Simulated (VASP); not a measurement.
C, 2 atoms in the cell. Symmetry: R-3m, No. 166, trigonal system. The conventional cell has a = 2.506 Å, b = 2.506 Å, c = 10.251 Å, α = 90.00°, β = 90.00°, γ = 120.00°. C (site symmetry 3m) has 3 C at 1.46 Å within 1.9 Å. 

| Quantity | Value |
| --- | --- |
| Program | VASP 6.6.1 |
| Task | single point |
| Functional | PBE |
| Dispersion | D3(BJ) |
| Potentials or basis | VASP PAW PBE potentials, release 64 (C) |
| Cutoff | 520 eV |
| k mesh | 15 × 15 × 15 |
| Occupations | gaussian, width 0.05 eV |
| Spin | no spin polarisation |
| Dipole correction | no |
| Further INCAR settings | ALGO = Normal; EDIFF = 1e-06; NBANDS = 11 |

Potentials or basis: VASP PAW PBE potentials, release 64 (C).

Command:

```console
$ cat potpaw_PBE.64/C/POTCAR > POTCAR
$ mpirun -np 1 vasp_std > vasp.out
```

Hardware: 1 thread of Intel(R) Xeon(R) 6975P-C (Granite Rapids), with other jobs on the host.

Task: How long does it take, and how much memory?

Result: It took 43 s on 1 thread of Intel(R) Xeon(R) 6975P-C (Granite Rapids), on a shared host, peak memory 0.19 GiB. Counts: scf iterations 11, k points 344.
